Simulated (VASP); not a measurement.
# Mg3CdSe4 (P1) in VASP: relaxation of cell and atoms with PBE

Aim: the relaxation of cell and atoms of Mg3CdSe4 with PBE.

Everything below comes from runs of VASP 6.6.1. Logs are shortened: lines on timing, memory, paths and dates and some standing lists are left out, and cuts for length are marked.

## Step 1: The cell of the first run

The typed cell holds 16 atoms: a = 6.827 Å, b = 7.368 Å, c = 8.490 Å, α = 88.58°, β = 91.46°, γ = 89.20°.

## Step 2: Relaxation of cell and atoms, PBE

Input file INCAR:

```
PREC = Accurate
ENCUT = 600
EDIFF = 1E-6
ISMEAR = 0
SIGMA = 0.1
LREAL = Auto
LASPH = True
NELM = 80
ALGO = Normal
ISIF = 3
LWAVE = False
LCHARG = False
GGA = PE
IBRION = 2
NSW = 80
EDIFFG = -0.025
```

Input file KPOINTS:

```
regular mesh
0
Gamma
  2 2 2
```

Input file POSCAR:

```
Mg3CdSe4
1.0
    0.0879307513     -0.0484212877     -6.8265878005
   -0.0916039946     -7.3674578416     -0.0517070446
   -8.4888071927     -0.1057919190      0.1084406838
Mg Cd Se
6 2 8
Direct
   -0.0110662908      0.6601048431      0.7321438984
   -0.0304401631      0.6521110325      0.2635977118
    0.5233283007      0.8097914322     -0.0126297786
    0.0030035548      0.1600637818      0.5242502422
    0.5383764503      0.3263627411      0.2405063177
    0.4935629740      0.3092014336      0.7601875014
    0.4698961204      0.8784361704      0.5097439985
    0.0430452219      0.1530298729     -0.0098902432
    0.1204408444      0.8459987414      0.4961619549
    0.1254662464      0.8241763459      0.0053033054
    0.6314185028      0.6898847916      0.7832179368
    0.6168667807      0.6838782642      0.2468982817
    0.1238015000      0.3403270565      0.7247848768
    0.1130836594      0.3232331620      0.2381281891
    0.5983308068      0.1574763174      0.0116888332
    0.6408854910      0.1859240134      0.4859069740
```

Potentials or basis: VASP PAW PBE potentials, release 64 (Mg, Cd, Se).

The run is started by

```console
$ cat potpaw_PBE.64/Mg/POTCAR potpaw_PBE.64/Cd/POTCAR potpaw_PBE.64/Se/POTCAR > POTCAR
$ mpirun -np 1 vasp_std > vasp.out
```

OUTCAR:

```text
PREC = Accurate
   ENCUT = 600
   EDIFF = 1E-6
   ISMEAR = 0
   LREAL = Auto
   LASPH = True
   NELM = 80
   ISIF = 3
   GGA = PE
   IBRION = 2
   NSW = 80
   EDIFFG = -0.025

 ion  position               nearest neighbor table
   1  0.989  0.660  0.732-  11 2.50  13 2.52   9 2.59  10 2.79
   2  0.970  0.652  0.264-  12 2.42  14 2.62   9 2.66  10 2.75
   3  0.523  0.810  0.987-  11 2.11  12 2.44  15 2.63  10 2.73
   4  0.003  0.160  0.524-  13 2.33   9 2.46  16 2.49  14 2.81
   5  0.538  0.326  0.241-  15 2.37  16 2.39  12 2.70  14 2.90
   6  0.494  0.309  0.760-  15 2.47  13 2.54  16 2.73  11 2.98
[... 8 lines left out ...]
  15  0.598  0.157  0.012-   5 2.37   6 2.47   3 2.63   8 3.05
  16  0.641  0.186  0.486-   5 2.39   4 2.49   7 2.57   6 2.73

  LATTYP: Found a triclinic cell.
 ALAT       =    17.8618393721
 B/A-ratio  =     0.3822297159
 C/A-ratio  =     0.9623125873
 COS(alpha) =     0.0006667520
 COS(beta)  =     0.6041096751
 COS(gamma) =     0.7708548708

  Lattice vectors:

 A1 = (   8.7562726899,   7.3764071852, -13.7099092402)
 A2 = (   0.0879307513,  -0.0484212877,  -6.8265878005)
 A3 = (   8.6720151819,  14.8407076022,  -0.0050265946)

Analysis of symmetry for initial positions (statically):
=====================================================================
 Subroutine PRICEL returns:
 Original cell was already a primitive cell.

 Routine SETGRP: Setting up the symmetry group for a
 triclinic supercell.

 Subroutine GETGRP returns: Found  1 space group operations
 (whereof  1 operations were pure point group operations)
 out of a pool of  2 trial point group operations.

The static configuration has the point symmetry C_1 .

Analysis of symmetry for dynamics (positions and initial velocities):
=====================================================================
 Subroutine PRICEL returns:
 Original cell was already a primitive cell.

 Routine SETGRP: Setting up the symmetry group for a
 triclinic supercell.

 Subroutine GETGRP returns: Found  1 space group operations
 (whereof  1 operations were pure point group operations)
 out of a pool of  2 trial point group operations.

The dynamic configuration has the point symmetry C_1 .

 Subroutine INISYM returns: Found  1 space group operations
 (whereof  1 operations are pure point group operations),
 and found     1 'primitive' translations

----------------------------------------------------------------------------------------

                                     Primitive cell

  volume of cell :     426.7825

  direct lattice vectors                    reciprocal lattice vectors
     0.087930751 -0.048421288 -6.826587800    -0.001884806  0.001051741 -0.146517805
    -0.091603995 -7.367457842 -0.051707045     0.001704495 -0.135760134  0.000984908
    -8.488807193 -0.105791919  0.108440684    -0.117840098  0.001475902 -0.001528323

  length of vectors
     6.827325790  7.368208735  8.490158942     0.146533702  0.135774406  0.117859250

  position of ions in fractional coordinates (direct lattice)
     0.988933709  0.660104843  0.732143898
     0.969559837  0.652111033  0.263597712
     0.523328301  0.809791432  0.987370221
     0.003003555  0.160063782  0.524250242
     0.538376450  0.326362741  0.240506318
     0.493562974  0.309201434  0.760187501
[... 8 lines left out ...]
     0.598330807  0.157476317  0.011688833
     0.640885491  0.185924013  0.485906974

  ion indices of the primitive-cell ions
   primitive index   ion index
                 1           1
                 2           2
                 3           3
                 4           4
                 5           5
                 6           6
[... 8 lines left out ...]
                15          15
                16          16

----------------------------------------------------------------------------------------

 KPOINTS: regular mesh

Automatic generation of k-mesh.
 Grid dimensions read from file:
 generate k-points for:    2    2    2

 Generating k-lattice:

  Cartesian coordinates                     Fractional coordinates (reciprocal lattice)
    -0.000942403  0.000525871 -0.073258902     0.500000000  0.000000000  0.000000000
     0.000852247 -0.067880067  0.000492454     0.000000000  0.500000000  0.000000000
    -0.058920049  0.000737951 -0.000764162     0.000000000  0.000000000  0.500000000

  Length of vectors
     0.073266851  0.067887203  0.058929625

  Shift w.r.t. Gamma in fractional coordinates (k-lattice)
     0.000000000  0.000000000  0.000000000

 Subroutine IBZKPT returns following result:
 ===========================================

 Found      8 irreducible k-points:

 Following reciprocal coordinates:
            Coordinates               Weight
  0.000000  0.000000  0.000000      1.000000
  0.500000  0.000000  0.000000      1.000000
  0.000000  0.500000 -0.000000      1.000000
  0.500000  0.500000  0.000000      1.000000
  0.000000 -0.000000  0.500000      1.000000
  0.500000 -0.000000  0.500000      1.000000
  0.000000  0.500000  0.500000      1.000000
  0.500000  0.500000  0.500000      1.000000
   k-points           NKPTS =      8   k-points in BZ     NKDIM =      8   number of bands    NBANDS=     51
   number of dos      NEDOS =    301   number of ions     NIONS =     16
   total plane-waves  NPLWV = 235200
   dimension x,y,z NGX =    56 NGY =   60 NGZ =   70
   dimension x,y,z NGXF=   112 NGYF=  120 NGZF=  140
   ions per type =               6   2   8
   NGX,Y,Z   is equivalent  to a cutoff of  13.64, 13.54, 13.71 a.u.
   NGXF,Y,Z  is equivalent  to a cutoff of  27.27, 27.08, 27.41 a.u.
 SYSTEM =  unknown system
   PREC   = accura    normal or accurate (medium, high low for compatibility)
   ISTART =      0    job   : 0-new  1-cont  2-samecut
   ICHARG =      2    charge: 1-file 2-atom 10-const
   ISPIN  =      1    spin polarized calculation?
   LNONCOLLINEAR =      F non collinear calculations
   LSORBIT =      F    spin-orbit coupling
   LASPH  =      T    aspherical Exc in radial PAW
   ENCUT  =  600.0 eV  44.10 Ry    6.64 a.u.  13.64 14.72 16.96*2*pi/ulx,y,z
   NELM   =     80;   NELMIN=  2; NELMDL= -5     # of ELM steps
   EDIFF  = 0.1E-05   stopping-criterion for ELM
   LREAL  =      T    real-space projection
   EDIFFG = -.3E-01   stopping-criterion for IOM
   NSW    =     80    number of steps for IOM
   IBRION =      2    ionic relax: 0-MD 1-quasi-New 2-CG
   NFREE  =      1    steps in history (QN), initial steepest desc. (CG)
   ISIF   =      3    stress and relaxation
   ISYM   =      2    0-nonsym 1-usesym 2-fastsym
   POTIM  = 0.5000    time-step for ionic-motion
   TEBEG  =    0.0;   TEEND  =   0.0 temperature during run
   PSTRESS=    0.0 pullay stress
   NELECT =      84.0000    total number of electrons
   NUPDOWN=      -1.0000    fix difference up-down
   EMIN   =  10.00;   EMAX   =-10.00  energy-range for DOS
   EFERMI =   0.00;   METHOD = LEGACY
   ISMEAR =     0;   SIGMA  =   0.10  broadening in eV -4-tet -1-fermi 0-gaus
   EFERMI_NEDOS =   21; number of points for ismear=-14 and -15
   IALGO  =     38    algorithm
   IMIX   =      4    mixing-type and parameters
     AMIX     =   0.40;   BMIX     =  1.00
     AMIX_MAG =   1.60;   BMIX_MAG =  1.00
  volume/ion in A,a.u.               =      26.67       180.00
  Fermi-wavevector in a.u.,A,eV,Ry     =   0.952282  1.799553 12.338329  0.906842
  Thomas-Fermi vector in A             =   2.080831
   LORBIT       =      0    0 simple, 1 ext, 2 COOP (PROOUT), +10 PAW based schemes
   GGA     = PE    functional components
   LHFCALC =     F    Hartree Fock is set to
   AEXX    =    0.0000 exact exchange contribution
   IVDW    =     0    specifies the selected vdW correction
   LEPSILON=     F    determine dielectric tensor
   LRPA    =     F    only Hartree local field effects (RPA)
 conjugate gradient relaxation of ions
 non-spin polarized calculation
 Gauss-broadening in eV      SIGMA  =   0.10
  energy-cutoff  :      600.00
  volume of cell :      426.78
 maximum number of plane-waves:     14270
 NGX is ok and might be reduce to    56
   NGX = 27   NGY = 29   NGZ = 33

--------------------------------------- Ionic step        1  -------------------------------------------

 number of electron      84.0000002 magnetization

 Free energy of the ion-electron system (eV)
  ---------------------------------------------------
  ext. energy  EPLUGINS =         0.00000000
  ---------------------------------------------------
  free energy    TOTEN  =       -53.07305458 eV

  energy without entropy =      -53.07305458  energy(sigma->0) =      -53.07305458

------------------------ aborting loop because EDIFF is reached ----------------------------------------

  FORCE on cell =-STRESS in cart. coord.  units (eV):
  Direction    XX          YY          ZZ          XY          YZ          ZX
  --------------------------------------------------------------------------------------
  -------------------------------------------------------------------------------------
  Total       14.4244414      8.4793995     10.0591635      4.5068687     -2.6841758      0.4531238
  in kB       54.1505612     31.8323758     37.7629423     16.9191627    -10.0766209      1.7010647
  external PRESSURE =      41.2486264 kB  Pullay stress =       0.0000000 kB
[... 131 lines left out ...]
  FREE ENERGIE OF THE ION-ELECTRON SYSTEM (eV)
  ---------------------------------------------------
  free  energy   TOTEN  =       -55.0604648738 eV

  energy  without entropy=      -55.0604648738  energy(sigma->0) =      -55.06046487

[... ionic steps 4 to 19 ...]

--------------------------------------- Ionic step       20  -------------------------------------------

 number of electron      84.0000001 magnetization

------------------------ aborting loop because EDIFF is reached ----------------------------------------

  FORCE on cell =-STRESS in cart. coord.  units (eV):
  Direction    XX          YY          ZZ          XY          YZ          ZX
  --------------------------------------------------------------------------------------
  -------------------------------------------------------------------------------------
  Total       -0.0139148      0.0721700     -0.0207022     -0.0287315      0.0317640     -0.0286062
  in kB       -0.0504655      0.2617417     -0.0750815     -0.1042016      0.1151997     -0.1037472
  external PRESSURE =       0.0453982 kB  Pullay stress =       0.0000000 kB
[... 85 lines left out ...]
  energy  without entropy=      -56.0788358901  energy(sigma->0) =      -56.07883589

--------------------------------------- Ionic step       22  -------------------------------------------

 number of electron      84.0000005 magnetization

 Free energy of the ion-electron system (eV)
  ---------------------------------------------------
  ext. energy  EPLUGINS =         0.00000000
  ---------------------------------------------------
  free energy    TOTEN  =       -56.07961106 eV

  energy without entropy =      -56.07961106  energy(sigma->0) =      -56.07961106

 E-fermi :   1.0290     XC(G=0):  -8.2331

 val. band max:        0.5477383783   @ k =   0.0000   0.0000   0.0000
 cond. band min:       2.5583303970   @ k =   0.0000   0.0000   0.0000
 fundamental gap:      2.0105920187
 Fermi energy:         1.0289943378

 k-point     1 :       0.0000    0.0000    0.0000
  band No.  band energies     occupation
      1     -11.1960      2.00000
      2     -10.7516      2.00000
      3     -10.7392      2.00000
      4     -10.7363      2.00000
      5     -10.6833      2.00000
      6     -10.5825      2.00000
[... 464 lines left out ...]
  FREE ENERGIE OF THE ION-ELECTRON SYSTEM (eV)
  ---------------------------------------------------
  free  energy   TOTEN  =       -56.0796110563 eV

  energy  without entropy=      -56.0796110563  energy(sigma->0) =      -56.07961106

 reached required accuracy - stopping structural energy minimisation
```

Run time: 52 min. Hardware: 1 thread of AMD EPYC 7R43 (Zen 3), shared host; peak memory 0.63 GiB.

What came out:

* Free energy: -56.0796 eV
* Relaxed volume: 27.61 Å³/atom
* Relaxed cell: a = 6.940 Å, b = 7.406 Å, c = 8.595 Å, α = 89.90°, β = 90.00°, γ = 90.02°
* Space group after relaxing (to 0.1 Å): Pmn2_1 (No. 31)
* Energy gained by relaxing: 187.9 meV/atom
* Ionic steps: 22
* Pressure after relaxing: 0.0 GPa
* Largest force after relaxing: 0.022 eV/Å
* Band gap on the k mesh: 2.01 eV

Forces in eV/Å, atoms in the order of the input:
```
Mg  -0.011 -0.017 -0.007
Mg   0.002 -0.009  0.005
Mg   0.010  0.010  0.008
Mg  -0.010  0.002  0.002
Mg   0.008  0.006  0.005
Mg  -0.007  0.010  0.009
Cd   0.013  0.001 -0.007
Cd  -0.002 -0.009  0.004
Se   0.011 -0.005 -0.005
Se  -0.004 -0.004  0.003
Se  -0.003  0.020  0.011
Se   0.014  0.002  0.004
Se  -0.012 -0.007 -0.007
Se  -0.009 -0.003 -0.014
Se  -0.001  0.006 -0.008
Se   0.002 -0.005 -0.002
```

Step by step:
| step | energy change (eV) | largest force (eV/Å) | pressure (GPa) | volume (Å³) |
| --- | --- | --- | --- | --- |
| 1 | 0.0000 | 5.7564 | 4.12 | 426.78 |
| 2 | -1.9655 | 0.9802 | -1.96 | 470.47 |
| 3 | -1.9874 | 0.9499 | -1.37 | 463.47 |
| 4 | -2.4585 | 0.6867 | -0.67 | 451.39 |
| 5 | -2.7185 | 0.6670 | 0.87 | 434.06 |
| 6 | -2.8494 | 0.4728 | 0.12 | 440.20 |
| 7 | -2.8632 | 0.4911 | -0.17 | 442.98 |
| 8 | -2.9231 | 0.2501 | -0.04 | 441.66 |
| 9 | -2.9384 | 0.1973 | 0.10 | 440.55 |
| 10 | -2.9608 | 0.1788 | -0.03 | 441.81 |
| 11 | -2.9680 | 0.1919 | -0.14 | 443.03 |
| 12 | -2.9857 | 0.1199 | 0.03 | 441.43 |
| 13 | -2.9893 | 0.1152 | 0.14 | 440.38 |
| 14 | -2.9972 | 0.0883 | -0.09 | 442.61 |
| 15 | -2.9976 | 0.0976 | -0.16 | 443.28 |
| 16 | -3.0021 | 0.0594 | 0.05 | 441.31 |
| 17 | -3.0022 | 0.0587 | 0.07 | 441.08 |
| 18 | -3.0044 | 0.0361 | -0.01 | 441.86 |
| 19 | -3.0046 | 0.0489 | -0.03 | 442.12 |
| 20 | -3.0058 | 0.0354 | 0.00 | 441.77 |
| 21 | -3.0058 | 0.0355 | 0.01 | 441.72 |
| 22 | -3.0066 | 0.0225 | 0.00 | 441.77 |

Final structure:
```yaml
crystal:
  lattice:
    - [-0.00064, 0.00231, -6.94038]
    - [-0.00644, -7.40587, -0.00005]
    - [-8.59484, -0.00744, 0.00018]
  atoms:
    - { symbol: Mg, position: [0.00184, 0.66391, 0.74957] }
    - { symbol: Mg, position: [0.00225, 0.66471, 0.25008] }
    - { symbol: Mg, position: [0.50233, 0.83337, 0.00195] }
    - { symbol: Mg, position: [0.00145, 0.16732, 0.49819] }
    - { symbol: Mg, position: [0.50185, 0.33546, 0.25029] }
    - { symbol: Mg, position: [0.50232, 0.33592, 0.74985] }
    - { symbol: Cd, position: [0.49883, 0.83556, 0.50192] }
    - { symbol: Cd, position: [0.99970, 0.16354, 0.99818] }
    - { symbol: Se, position: [0.11171, 0.83296, 0.50000] }
    - { symbol: Se, position: [0.12785, 0.82173, 0.99952] }
    - { symbol: Se, position: [0.62794, 0.66555, 0.75735] }
    - { symbol: Se, position: [0.62780, 0.66505, 0.24640] }
    - { symbol: Se, position: [0.12770, 0.33474, 0.74244] }
    - { symbol: Se, position: [0.12718, 0.33500, 0.25376] }
    - { symbol: Se, position: [0.61205, 0.16769, 0.00022] }
    - { symbol: Se, position: [0.62719, 0.17750, 0.50027] }
```

Caveat: the k points lie up to 0.45 Å⁻¹ apart in the final cell.
